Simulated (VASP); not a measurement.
A run of VASP 6.6.1 is set up as follows.

File INCAR:

```
PREC = Accurate ; ENCUT = 500
EDIFF = 1E-7 ; ISMEAR = 0
SIGMA = 0.1 ; LREAL = F
LASPH = T ; NELM = 120
ALGO = Normal ; ISIF = 3
LWAVE = F ; LCHARG = F
GGA = PE ; IBRION = 2
NSW = 100 ; EDIFFG = -0.01
GGA_COMPAT = F ; NELMIN = 4
```

Contents of KPOINTS:

```
Automatic mesh
0
Gamma
  12 12 8
```

The input POSCAR:

```
Hf4Ta
1.0
    5.0328714337      0.0000000000      0.0000000000
   -2.5164357168      4.3585945155      0.0000000000
    0.0000000000      0.0000000000      5.6364024630
Hf Ta
4 1
Direct
    0.3333333333      0.6666666667      0.0000000000
    0.6666666667      0.3333333333      0.0000000000
    0.3333333333      0.6666666667      0.5000000000
    0.6666666667      0.3333333333      0.5000000000
    0.0000000000      0.0000000000      0.0000000000
```

Potentials or basis: VASP PAW PBE potentials, release 64 (Hf_pv, Ta_pv).

Launch:

```bash
$ cat potpaw_PBE.64/Hf_pv/POTCAR potpaw_PBE.64/Ta_pv/POTCAR > POTCAR
$ mpirun -np 1 vasp_std > vasp.out
```

(1) What does it give for the relaxed volume?

(2) Estimate the relaxed cell.

Answers

(1) 24.62 Å³/atom.

(2) a = 5.033 Å, b = 5.033 Å, c = 5.612 Å, α = 90.00°, β = 90.00°, γ = 120.00°.
